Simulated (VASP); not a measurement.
# AgCl (P4/mmm) in VASP: notebook

The runs below take AgCl through single point, with PBE.

All numbers are computed with VASP 6.6.1; they aren't measurements. Logs are shortened: lines on timing, memory, paths and dates and some standing lists are left out, and cuts for length are marked.

### 1 The cell of the first run

Symmetry: P4/mmm, No. 123, tetragonal system. The conventional cell has a = 3.400 Å, b = 3.400 Å, c = 3.434 Å, α = 90.00°, β = 90.00°, γ = 90.00°. Within 3.9 Å of Ag (site symmetry 4/mmm) lie 8 Cl at 2.95 Å and 6 Ag at 3.40 to 3.43 Å. Within 3.9 Å of Cl (site symmetry 4/mmm) lie 8 Ag at 2.95 Å and 6 Cl at 3.40 to 3.43 Å.

### 2 Single point, PBE (equal xx and yy strain of -1 %)

INCAR reads:

```
  PREC = Accurate
  ENCUT = 520
  EDIFF = 1E-6
  ISMEAR = -1
  SIGMA = 0.01
  LREAL = F
  LASPH = T
  NELM = 60
  ALGO = Normal
  ISIF = 2
  LWAVE = F
  LCHARG = F
  GGA = PE
  NBANDS = 16
```

KPOINTS reads:

```
regular mesh
0
Gamma
  9 9 9
```

POSCAR reads:

```
AgCl
1.0
    3.3996332700      0.0000000000      0.0000000000
    0.0000000000      3.3996332700      0.0000000000
    0.0000000000      0.0000000000      3.4339730000
Ag Cl
1 1
Direct
    0.0000000000      0.0000000000      0.0000000000
    0.5000000000      0.5000000000      0.5000000000
```

Potentials or basis: VASP PAW PBE potentials, release 64 (Ag, Cl).

On the command line:

```
cat potpaw_PBE.64/Ag/POTCAR potpaw_PBE.64/Cl/POTCAR > POTCAR
mpirun -np 1 vasp_std > vasp.out
```

OUTCAR:

```text
PREC = Accurate
   ENCUT = 520
   EDIFF = 1E-6
   ISMEAR = -1
   LREAL = F
   LASPH = T
   NELM = 60
   ISIF = 2
   GGA = PE

 ion  position               nearest neighbor table
   1  0.000  0.000  0.000-   2 2.95   2 2.95   2 2.95   2 2.95   2 2.95   2 2.95   2 2.95   2 2.95

   2  0.500  0.500  0.500-   1 2.95   1 2.95   1 2.95   1 2.95   1 2.95   1 2.95   1 2.95   1 2.95

  LATTYP: Found a simple tetragonal cell.
 ALAT       =     3.3996332700
 C/A-ratio  =     1.0101010101

  Lattice vectors:

 A1 = (   3.3996332700,   0.0000000000,   0.0000000000)
 A2 = (   0.0000000000,   3.3996332700,   0.0000000000)
 A3 = (   0.0000000000,   0.0000000000,   3.4339730000)

Analysis of symmetry for initial positions (statically):
=====================================================================
 Subroutine PRICEL returns:
 Original cell was already a primitive cell.

 Routine SETGRP: Setting up the symmetry group for a
 simple tetragonal supercell.

 Subroutine GETGRP returns: Found 16 space group operations
 (whereof 16 operations were pure point group operations)
 out of a pool of 16 trial point group operations.

The static configuration has the point symmetry D_4h.

Analysis of symmetry for dynamics (positions and initial velocities):
=====================================================================
 Subroutine PRICEL returns:
 Original cell was already a primitive cell.

 Routine SETGRP: Setting up the symmetry group for a
 simple tetragonal supercell.

 Subroutine GETGRP returns: Found 16 space group operations
 (whereof 16 operations were pure point group operations)
 out of a pool of 16 trial point group operations.

The dynamic configuration has the point symmetry D_4h.

 Subroutine INISYM returns: Found 16 space group operations
 (whereof 16 operations are pure point group operations),
 and found     1 'primitive' translations

----------------------------------------------------------------------------------------

                                     Primitive cell

  volume of cell :      39.6882

  direct lattice vectors                    reciprocal lattice vectors
     3.399633270  0.000000000  0.000000000     0.294149375  0.000000000  0.000000000
     0.000000000  3.399633270  0.000000000     0.000000000  0.294149375  0.000000000
     0.000000000  0.000000000  3.433973000     0.000000000  0.000000000  0.291207881

  length of vectors
     3.399633270  3.399633270  3.433973000     0.294149375  0.294149375  0.291207881

  position of ions in fractional coordinates (direct lattice)
     0.000000000  0.000000000  0.000000000
     0.500000000  0.500000000  0.500000000

  ion indices of the primitive-cell ions
   primitive index   ion index
                 1           1
                 2           2

----------------------------------------------------------------------------------------

 KPOINTS: regular mesh

Automatic generation of k-mesh.
 Grid dimensions read from file:
 generate k-points for:    9    9    9

 Generating k-lattice:

  Cartesian coordinates                     Fractional coordinates (reciprocal lattice)
     0.032683264  0.000000000  0.000000000     0.111111111  0.000000000  0.000000000
     0.000000000  0.032683264  0.000000000     0.000000000  0.111111111  0.000000000
     0.000000000  0.000000000  0.032356431     0.000000000  0.000000000  0.111111111

  Length of vectors
     0.032683264  0.032683264  0.032356431

  Shift w.r.t. Gamma in fractional coordinates (k-lattice)
     0.000000000  0.000000000  0.000000000

 Subroutine IBZKPT returns following result:
 ===========================================

 Found     75 irreducible k-points:

 Following reciprocal coordinates:
            Coordinates               Weight
  0.000000  0.000000  0.000000      1.000000
  0.111111  0.000000  0.000000      4.000000
  0.222222  0.000000  0.000000      4.000000
  0.333333  0.000000  0.000000      4.000000
  0.444444  0.000000  0.000000      4.000000
  0.111111  0.111111  0.000000      4.000000
[... 16 lines left out ...]
  0.333333  0.111111  0.111111     16.000000
  0.444444  0.111111  0.111111     16.000000
 [... further k-points ...]
   k-points           NKPTS =     75   k-points in BZ     NKDIM =     75   number of bands    NBANDS=     16
   number of dos      NEDOS =    301   number of ions     NIONS =      2
   total plane-waves  NPLWV =  21952
   dimension x,y,z NGX =    28 NGY =   28 NGZ =   28
   dimension x,y,z NGXF=    56 NGYF=   56 NGZF=   56
   ions per type =               1   1
   NGX,Y,Z   is equivalent  to a cutoff of  13.69, 13.69, 13.56 a.u.
   NGXF,Y,Z  is equivalent  to a cutoff of  27.38, 27.38, 27.11 a.u.
 SYSTEM =  unknown system
   PREC   = accura    normal or accurate (medium, high low for compatibility)
   ISTART =      0    job   : 0-new  1-cont  2-samecut
   ICHARG =      2    charge: 1-file 2-atom 10-const
   ISPIN  =      1    spin polarized calculation?
   LNONCOLLINEAR =      F non collinear calculations
   LSORBIT =      F    spin-orbit coupling
   LASPH  =      T    aspherical Exc in radial PAW
   ENCUT  =  520.0 eV  38.22 Ry    6.18 a.u.   6.32  6.32  6.38*2*pi/ulx,y,z
   NELM   =     60;   NELMIN=  2; NELMDL= -5     # of ELM steps
   EDIFF  = 0.1E-05   stopping-criterion for ELM
   LREAL  =      F    real-space projection
   EDIFFG = 0.1E-04   stopping-criterion for IOM
   NSW    =      0    number of steps for IOM
   IBRION =     -1    ionic relax: 0-MD 1-quasi-New 2-CG
   NFREE  =      0    steps in history (QN), initial steepest desc. (CG)
   ISIF   =      2    stress and relaxation
   ISYM   =      2    0-nonsym 1-usesym 2-fastsym
   POTIM  = 0.5000    time-step for ionic-motion
   TEBEG  =    0.0;   TEEND  =   0.0 temperature during run
   PSTRESS=    0.0 pullay stress
   NELECT =      18.0000    total number of electrons
   NUPDOWN=      -1.0000    fix difference up-down
   EMIN   =  10.00;   EMAX   =-10.00  energy-range for DOS
   EFERMI =   0.00;   METHOD = LEGACY
   ISMEAR =    -1;   SIGMA  =   0.01  broadening in eV -4-tet -1-fermi 0-gaus
   EFERMI_NEDOS =   21; number of points for ismear=-14 and -15
   IALGO  =     38    algorithm
   IMIX   =      4    mixing-type and parameters
     AMIX     =   0.40;   BMIX     =  1.00
     AMIX_MAG =   1.60;   BMIX_MAG =  1.00
  volume/ion in A,a.u.               =      19.84       133.91
  Fermi-wavevector in a.u.,A,eV,Ry     =   1.257801  2.376900 21.525284  1.582064
  Thomas-Fermi vector in A             =   2.391442
   LORBIT       =      0    0 simple, 1 ext, 2 COOP (PROOUT), +10 PAW based schemes
   GGA     = PE    functional components
   LHFCALC =     F    Hartree Fock is set to
   AEXX    =    0.0000 exact exchange contribution
   IVDW    =     0    specifies the selected vdW correction
   LEPSILON=     F    determine dielectric tensor
   LRPA    =     F    only Hartree local field effects (RPA)
 non-spin polarized calculation
  energy-cutoff  :      520.00
  volume of cell :       39.69
 maximum number of plane-waves:      1085
 NGX is ok and might be reduce to    28
   NGX = 13   NGY = 13   NGZ = 13

 number of electron      18.0000003 magnetization

 Free energy of the ion-electron system (eV)
  ---------------------------------------------------
  ext. energy  EPLUGINS =         0.00000000
  ---------------------------------------------------
  free energy    TOTEN  =        -5.12027834 eV

  energy without entropy =       -5.12027834  energy(sigma->0) =       -5.12027834

 E-fermi :   4.3222     XC(G=0): -10.4923

 val. band max:        4.1125624775   @ k =   0.0000   0.0000   0.4444
 cond. band min:       4.7157369757   @ k =   0.0000   0.0000   0.0000
 fundamental gap:      0.6031744983
 Fermi energy:         4.3221786217

 k-point     1 :       0.0000    0.0000    0.0000
  band No.  band energies     occupation
      1     -10.5580      2.00000
      2       1.3297      2.00000
      3       1.3471      2.00000
      4       2.3134      2.00000
      5       2.3134      2.00000
      6       2.3246      2.00000
[... 8 lines left out ...]
     15      18.0049      0.00000
     16      20.5436      0.00000

 k-point     2 :       0.1111    0.0000    0.0000
  band No.  band energies     occupation
      1     -10.5051      2.00000
      2       1.1822      2.00000
      3       1.3610      2.00000
      4       1.9460      2.00000
      5       1.9965      2.00000
      6       2.2004      2.00000
[... 8 lines left out ...]
     15      17.6422      0.00000
     16      20.4913      0.00000

 k-point     3 :       0.2222    0.0000    0.0000
  band No.  band energies     occupation
      1     -10.3653      2.00000
      2       0.4036      2.00000
      3       1.4063      2.00000
      4       1.5777      2.00000
      5       1.6378      2.00000
      6       2.1666      2.00000
[... 8 lines left out ...]
     15      17.7657      0.00000
     16      20.3623      0.00000

 k-point     4 :       0.3333    0.0000    0.0000
  band No.  band energies     occupation
      1     -10.1948      2.00000
      2      -0.4543      2.00000
      3       1.3141      2.00000
      4       1.3786      2.00000
      5       1.4591      2.00000
      6       2.3541      2.00000
[... 8 lines left out ...]
     15      19.3395      0.00000
     16      20.2179      0.00000

 k-point     5 :       0.4444    0.0000    0.0000
  band No.  band energies     occupation
      1     -10.0759      2.00000
      2      -0.9557      2.00000
      3       1.1769      2.00000
      4       1.2432      2.00000
      5       1.4942      2.00000
      6       2.3662      2.00000
[... 8 lines left out ...]
     15      20.0630      0.00000
     16      20.1250      0.00000

 k-point     6 :       0.1111    0.1111    0.0000
  band No.  band energies     occupation
      1     -10.4539      2.00000
      2       1.1857      2.00000
      3       1.2261      2.00000
      4       1.6674      2.00000
      5       1.8291      2.00000
      6       2.2772      2.00000
[... 8 lines left out ...]
     15      18.1133      0.00000
     16      19.8486      0.00000

 k-point     7 :       0.2222    0.1111    0.0000
  band No.  band energies     occupation
      1     -10.3187      2.00000
      2       0.4415      2.00000
      3       1.2565      2.00000
      4       1.5814      2.00000
      5       1.6202      2.00000
      6       2.2738      2.00000
[... 8 lines left out ...]
     15      18.2380      0.00000
     16      19.5990      0.00000

 k-point     8 :       0.3333    0.1111    0.0000
  band No.  band energies     occupation
      1     -10.1543      2.00000
      2      -0.3595      2.00000
      3       1.2312      2.00000
      4       1.3638      2.00000
      5       1.5601      2.00000
      6       2.2993      2.00000
[... 8 lines left out ...]
     15      19.4677      0.00000
     16      19.6256      0.00000

 k-point     9 :       0.4444    0.1111    0.0000
  band No.  band energies     occupation
      1     -10.0400      2.00000
      2      -0.8356      2.00000
      3       1.1695      2.00000
      4       1.2435      2.00000
      5       1.5477      2.00000
      6       2.3197      2.00000
[... 8 lines left out ...]
     15      19.6703      0.00000
     16      20.5566      0.00000
[... 172 lines left out ...]
 k-point    19 :       0.3333    0.0000    0.1111
  band No.  band energies     occupation
      1     -10.1569      2.00000
      2      -0.3631      2.00000
      3       1.1818      2.00000
      4       1.4255      2.00000
      5       1.5437      2.00000
      6       2.3035      2.00000
[... 8 lines left out ...]
     15      19.5104      0.00000
     16      19.6704      0.00000

 k-point    20 :       0.4444    0.0000    0.1111
  band No.  band energies     occupation
      1     -10.0426      2.00000
      2      -0.8383      2.00000
      3       1.1093      2.00000
      4       1.3067      2.00000
      5       1.5409      2.00000
      6       2.3235      2.00000
[... 8 lines left out ...]
     15      19.7080      0.00000
     16      20.5272      0.00000

 k-point    21 :       0.1111    0.1111    0.1111
  band No.  band energies     occupation
      1     -10.4066      2.00000
      2       1.2168      2.00000
      3       1.2258      2.00000
      4       1.2776      2.00000
      5       1.9872      2.00000
      6       1.9905      2.00000
[... 8 lines left out ...]
     15      16.9751      0.00000
     16      21.0015      0.00000

 k-point    22 :       0.2222    0.1111    0.1111
  band No.  band energies     occupation
      1     -10.2755      2.00000
      2       0.4969      2.00000
      3       1.1901      2.00000
      4       1.3886      2.00000
      5       1.7162      2.00000
      6       2.1154      2.00000
[... 8 lines left out ...]
     15      17.5587      0.00000
     16      20.3173      0.00000

 k-point    23 :       0.3333    0.1111    0.1111
  band No.  band energies     occupation
      1     -10.1164      2.00000
      2      -0.2689      2.00000
      3       1.0922      2.00000
      4       1.4407      2.00000
      5       1.6107      2.00000
      6       2.2220      2.00000
[... 8 lines left out ...]
     15      18.6167      0.00000
     16      20.3154      0.00000

 k-point    24 :       0.4444    0.1111    0.1111
  band No.  band energies     occupation
      1     -10.0060      2.00000
      2      -0.7273      2.00000
      3       1.0068      2.00000
      4       1.4115      2.00000
      5       1.5962      2.00000
      6       2.2670      2.00000
[... 8 lines left out ...]
     15      19.0724      0.00000
     16      20.9710      0.00000

 [... further k-points ...]

------------------------ aborting loop because EDIFF is reached ----------------------------------------

  FORCE on cell =-STRESS in cart. coord.  units (eV):
  Direction    XX          YY          ZZ          XY          YZ          ZX
  --------------------------------------------------------------------------------------
  -------------------------------------------------------------------------------------
  Total        0.2229142      0.2229142      0.1002675      0.0000000      0.0000000      0.0000000
  in kB        8.9988543      8.9988543      4.0477114      0.0000000      0.0000000      0.0000000
  external PRESSURE =       7.3484733 kB  Pullay stress =       0.0000000 kB

 VOLUME and BASIS-vectors are now :
 -----------------------------------------------------------------------------
  energy-cutoff  :      520.00
  volume of cell :       39.69
      direct lattice vectors                 reciprocal lattice vectors
     3.399633270  0.000000000  0.000000000     0.294149375  0.000000000  0.000000000
     0.000000000  3.399633270  0.000000000     0.000000000  0.294149375  0.000000000
     0.000000000  0.000000000  3.433973000     0.000000000  0.000000000  0.291207881

 POSITION                                       TOTAL-FORCE (eV/Angst)
 -----------------------------------------------------------------------------------
      0.00000      0.00000      0.00000         0.000000      0.000000      0.000000
      1.69982      1.69982      1.71699         0.000000      0.000000      0.000000
 -----------------------------------------------------------------------------------
    total drift:                               -0.000000      0.000000      0.000000

  FREE ENERGIE OF THE ION-ELECTRON SYSTEM (eV)
  ---------------------------------------------------
  free  energy   TOTEN  =        -5.1202783396 eV

  energy  without entropy=       -5.1202783396  energy(sigma->0) =       -5.12027834
```

It took 62 s on 1 thread of Intel Xeon 8259CL, shared host; peak memory 0.19 GiB.

Results:

```
Free energy            : -5.1203 eV
Pressure               : 0.7 GPa
Band gap on the k mesh : 0.60 eV (least direct gap 2.11 eV)
```

Caveat: the cell differs from its parent crystal (equal xx and yy strain of -1 %); an odd mesh through Γ misses points on the zone boundary, where band edges can lie.

[end of part 1 of 2]
